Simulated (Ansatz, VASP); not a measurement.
# One calculation of Cd5HgTe6, two programs

```
Cd Hg Te
1.0
     4.71316    0.00000    0.00000
     0.00000    4.71316    0.00000
     0.00000    0.00000   19.65748
Cd Hg Te
5 1 6
Direct
  0.00000 0.00000 0.83285
  0.00000 0.00000 0.16715
  0.50000 0.50000 0.33362
  0.00000 0.00000 0.50000
  0.50000 0.50000 0.66638
  0.50000 0.50000 0.00000
  0.50000 0.00000 0.08425
  0.00000 0.50000 0.25043
  0.50000 0.00000 0.41682
  0.00000 0.50000 0.58318
  0.50000 0.00000 0.74957
  0.00000 0.50000 0.91575
```

Alike in both runs: functional PBE; k mesh 4 × 4 × 1; occupations gaussian, width 0.1 eV; no spin polarisation.

Ansatz relaxed the structure, and its values are those at the end. VASP's run is a single point on that final structure, the one shown.

|  | VASP | Ansatz |
| --- | --- | --- |
| version | VASP 6.6.1 | Ansatz 0.2.0 |
| potentials or method | VASP PAW PBE potentials, release 64 (Cd, Hg, Te), cutoff 520 eV | scalar-relativistic, plane waves, PAW |
| valence electrons in the cell | 108 | 216 |

|  | VASP | Ansatz | Ansatz less VASP |
| --- | --- | --- | --- |
| gap on the k mesh at the Fermi level (eV) | 0.27 | 0.27 | +0.004 |
| least direct gap on the mesh (eV) | 0.27 | 0.27 | +0.004 |
| pressure (GPa) | 0.1 | 0.0 | -0.09 |

VASP's potentials hold 108 valence electrons a cell and Ansatz's 216, so a difference there can come from the potentials and not from the codes.

Spin-orbit coupling is off throughout.
